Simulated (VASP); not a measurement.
Wanted: the native input for a VASP 6.6.1 run.

| Item | Value |
| --- | --- |
| Task | electric field gradients |
| Functional | LDA |
| Potentials or basis | VASP PAW LDA potentials, release 64 (C) |
| Cutoff | 520 eV |
| k mesh | 20 × 20 × 20 |
| Occupations | fermi-dirac, width 0.08 eV |
| Spin | no spin polarisation |
| Dipole correction | no |
| Further INCAR settings | ALGO = Normal; EDIFF = 1e-08; NBANDS = 11 |

The structure of C lies in POSCAR:

```
C
1.0
    0.0356680000      1.8012340000      1.8012340000
    1.8012340000      0.0356680000      1.8012340000
    1.8012340000      1.8012340000      0.0356680000
C
2
Direct
    0.5000000000      0.5000000000      0.5000000000
    0.7500000000      0.7500000000      0.7500000000
```

This cell differs from its parent crystal: equal xy, yz and zx shear strains of +2 %.

The input as run:

INCAR

```
  PREC = Accurate
  ENCUT = 520
  EDIFF = 1E-8
  ISMEAR = -1
  SIGMA = 0.08
  LREAL = False
  LASPH = True
  NELM = 100
  ALGO = Normal
  ISIF = 2
  LWAVE = False
  LCHARG = False
  LEFG = True
  NBANDS = 11
```

KPOINTS

```
regular mesh
0
Gamma
  20 20 20
```

Potentials or basis: VASP PAW LDA potentials, release 64 (C).

The run is started by

```console
$ cat potpaw_LDA.64/C/POTCAR > POTCAR
$ mpirun -np 1 vasp_std > vasp.out
```

It gave:

```yaml
Pressure: -11.0 GPa
Largest_force: 0.046 eV/Å
Band_gap_on_the_k_mesh: 4.06 eV (least direct gap 4.88 eV)
Largest_electric_field_gradient_by_atom: C +4.4 V/Å²
```

Caveat: the cell differs from its parent crystal (equal xy, yz and zx shear strains of +2 %); the cell stands under tension; without QUAD_EFG the Cq values of the log hold for a quadrupole moment of 1 mb, not for the nuclei.

It took 92 s on 1 thread of Intel Xeon 8259CL, on a shared host, peak memory 0.18 GiB.
